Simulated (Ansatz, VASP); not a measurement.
## Cu: VASP beside Ansatz

The input INCAR:

```
SYSTEM = Cu
PREC = Accurate ; ENCUT = 520
EDIFF = 1E-7 ; ISMEAR = 0
SIGMA = 0.15 ; LREAL = .False.
LASPH = .True. ; NELM = 100
ALGO = Fast ; ISIF = 2
LWAVE = .False. ; LCHARG = .False.
GGA = PE ; NBANDS = 12
```

The input KPOINTS:

```
regular mesh
0
Gamma
  28 28 28
  0 0 0
```

POSCAR

```
Cu
1.0
    0.0000000000      1.7695022750      1.9056178346
    1.7695022750      0.0000000000      1.9056178346
    1.7695022750      1.7695022750      0.0000000000
Cu
1
Direct
    0.0000000000      0.0000000000      0.0000000000
```

Input for Ansatz:

```yaml
crystal:
  lattice:
    - [0.0, 1.769502275, 1.9056178346]
    - [1.769502275, 0.0, 1.9056178346]
    - [1.769502275, 1.769502275, 0.0]
  atoms:
    - { symbol: Cu, position: [0.0, 0.0, 0.0] }
basis:
  ecutwfc: 420
kpoints:
  mp_grid: { grid: [28, 28, 28] }
hamiltonian:
  xc: pbe
scf:
  occupations: { method: gaussian, width: 0.15 }
output:
  forces: true
  stress: true
  eigenvalues: true
  write_density: true
  write_potential: true
  elf: true
  volumetric_format: npy
```

Change from the starting cell: strain -0.025 along x and y, +0.050 along z, atoms carried along.

Alike in both runs: task single point; functional PBE; k mesh 28 × 28 × 28; occupations gaussian, width 0.15 eV; no spin polarisation.

|  | VASP | Ansatz |
| --- | --- | --- |
| version | VASP 6.6.1 | Ansatz 0.2.0 |
| potentials or method | VASP PAW PBE potentials, release 64 (Cu), cutoff 520 eV | scalar-relativistic, plane waves, PAW |
| valence electrons in the cell | 11 | 19 |

```csv
,VASP,Ansatz,Ansatz less VASP
gap on the k mesh at the Fermi level (eV),none,none,-
pressure (GPa),1.1,0.5,-0.65
"traceless stress, the component that is largest in VASP (GPa)",-3.61,-3.63,-0.026
```

A gap of «none» marks a metal or a gap that the smearing closes. With one functional, cell and mesh, what is left measures potentials, basis and numerics. VASP's potentials hold 11 valence electrons a cell and Ansatz's 19, so a difference there can come from the potentials and not from the codes.
